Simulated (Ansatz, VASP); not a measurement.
**TaTeSe in VASP and in Ansatz**

```
Ta Te Se
1.0
     3.55494    0.00000    0.00000
    -1.77747    3.07867    0.00000
     0.00000    0.00000   18.00000
Ta Te Se
1 1 1
Direct
  0.66667 0.33333 0.51386
  0.33333 0.66667 0.59678
  0.33333 0.66667 0.40322
```

Alike in both runs: task single point; functional PBE; k mesh 6 × 6 × 1; occupations gaussian, width 0.1 eV; collinear spin.

|  | VASP | Ansatz |
| --- | --- | --- |
| version | VASP 6.6.1 | Ansatz 0.2.0 |
| potentials or method | VASP PAW PBE potentials, release 64 (Ta_pv, Te, Se), cutoff 520 eV | scalar-relativistic, plane waves, PAW |
| valence electrons in the cell | 23 | 45 |

```tsv
	VASP	Ansatz	Ansatz less VASP
gap on the k mesh at the Fermi level (eV)	none	none	-
rms of the force components (eV/Å)	3.238	3.241	+0.0029
net moment per atom (μB)	0.11	0.12	+0.006
size of the moment on the site where the two differ most (μB)	0.17	0.14	-0.029
```

Site moments also hang on the region over which each program counts them. Atom by atom the forces differ by 0.009 eV/Å (rms over components). A gap of «none» marks a metal or a gap that the smearing closes. With one functional, cell and mesh, what is left measures potentials, basis and numerics. VASP's potentials hold 23 valence electrons a cell and Ansatz's 45, so a difference there can come from the potentials and not from the codes. Ansatz's warnings: slab cell height set, structure snapped to symmetry.

Spin-orbit coupling is off throughout.
